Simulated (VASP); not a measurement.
Here is a VASP 6.6.1 calculation.

POSCAR

```
W
1.0
   -1.6058576551      1.6058576551      1.6058576551
    1.6058576551     -1.6058576551      1.6058576551
    1.6058576551      1.6058576551     -1.6058576551
W
1
Direct
    0.0000000000      0.0000000000      0.0000000000
```

INCAR.step1

```
SYSTEM = W
PREC = Accurate
ENCUT = 520
EDIFF = 1E-5
ISMEAR = -1
SIGMA = 0.1
LREAL = .False.
LASPH = .True.
NELM = 80
ALGO = Normal
ISIF = 2
LWAVE = .True.
LCHARG = .False.
GGA = PE
NBANDS = 13
```

File INCAR.step2:

```
SYSTEM = W
PREC = Accurate
ENCUT = 520
EDIFF = 1E-6
ISMEAR = -1
SIGMA = 0.1
LREAL = .False.
LASPH = .True.
NELM = 80
ALGO = Normal
ISIF = 2
LWAVE = .False.
LCHARG = .False.
GGA = PE
LHFCALC = .True.
HFSCREEN = 0.2079
PRECFOCK = Normal
ISTART = 1
NBANDS = 13
```

KPOINTS

```
regular mesh
0
Gamma
  6 6 6
  0 0 0
```

Potentials or basis: VASP PAW PBE potentials, release 64 (W_sv).

Run with:

```console
$ cat potpaw_PBE.64/W_sv/POTCAR > POTCAR
$ cp INCAR.step1 INCAR
$ mpirun -np 1 vasp_std > vasp.out
$ cp INCAR.step2 INCAR
$ mpirun -np 1 vasp_std > vasp.out
```

Problem. What does it give for the band gap on the k mesh?

Solution. Zero (bands 7 and 8 overlap by 6.99 eV).

Problem. What does it give for the pressure?

Solution. -16.1 GPa.

Caveat: the k points lie up to 0.46 Å⁻¹ apart, too coarse for converged energies and pressures of a metal; the PAW data sets were made with another functional, which shifts forces and pressure a little; spin-orbit coupling is left out, which moves the levels of the heavy elements.
